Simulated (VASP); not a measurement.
Set up this calculation in VASP 6.6.1, as the native input.

- Task: single point
- Functional: r2SCAN
- Potentials or basis: VASP PAW PBE potentials, release 64 (Fe, Ni)
- Cutoff: 520 eV
- k mesh: 12 × 12 × 7, shifted
- Occupations: methfessel-paxton, width 0.1 eV
- Spin: collinear spin, ferromagnetic start
- Starting moments: [3.5, 1.5] μB
- Dipole correction: no
- Further INCAR settings: ALGO = Normal; EDIFF = 1e-06; NBANDS = 20

Crystal: FeNi.

```
Fe Ni
1.0
     1.43702   -1.98131    0.00000
     1.43702    1.98131    0.00000
     0.00000    0.00000    3.94929
Fe Ni
1 1
Cartesian
  0.0000 0.0000 0.0000
  1.4370 0.0000 1.9746
```

One way to write it, as run:

POSCAR

```
FeNi
1.0
    1.4370200000     -1.9813100000      0.0000000000
    1.4370200000      1.9813100000      0.0000000000
    0.0000000000      0.0000000000      3.9492900000
Fe Ni
1 1
Direct
    0.0000000000      0.0000000000      0.0000000000
    0.5000000000      0.5000000000      0.5000000000
```

INCAR.step1

```
PREC = Accurate
ENCUT = 520
ISMEAR = 1
SIGMA = 0.1
LREAL = F
LASPH = T
NELM = 150
ISPIN = 2
MAGMOM = 3.5 1.5
LMAXMIX = 4
NBANDS = 20
GGA = PE
ALGO = Normal
EDIFF = 1E-4
LWAVE = T
LCHARG = F
```

INCAR.step2

```
PREC = Accurate
ENCUT = 520
EDIFF = 1E-6
ISMEAR = 1
SIGMA = 0.1
LREAL = F
LASPH = T
NELM = 150
ALGO = Normal
ISIF = 2
LWAVE = F
LCHARG = F
ISPIN = 2
MAGMOM = 3.5 1.5
LORBIT = 11
LMAXMIX = 4
METAGGA = R2SCAN
LMIXTAU = T
NBANDS = 20
ISTART = 1
```

KPOINTS

```
Automatic mesh
0
Gamma
  12 12 7
  0.5 0.5 0
```

Potentials or basis: VASP PAW PBE potentials, release 64 (Fe, Ni).

Command:

```console
$ cat potpaw_PBE.64/Fe/POTCAR potpaw_PBE.64/Ni/POTCAR > POTCAR
$ cp INCAR.step1 INCAR
$ mpirun -np 1 vasp_std > vasp.out
$ cp INCAR.step2 INCAR
$ mpirun -np 1 vasp_std > vasp.out
```

Results of the run:

```
Pressure                                              : -0.7 GPa
Net moment                                            : 3.47 μB per cell
Site moments                                          : Fe +2.88; Ni +0.66 μB
Valence electrons inside the program's atomic spheres : Fe 7.18; Ni 9.40
```

Caveat: the PAW data sets were made with another functional, which shifts forces and pressure a little.

It took 3.4 min on 1 thread of Intel(R) Xeon(R) 6975P-C (Granite Rapids) (shared host), peak memory 0.24 GiB.
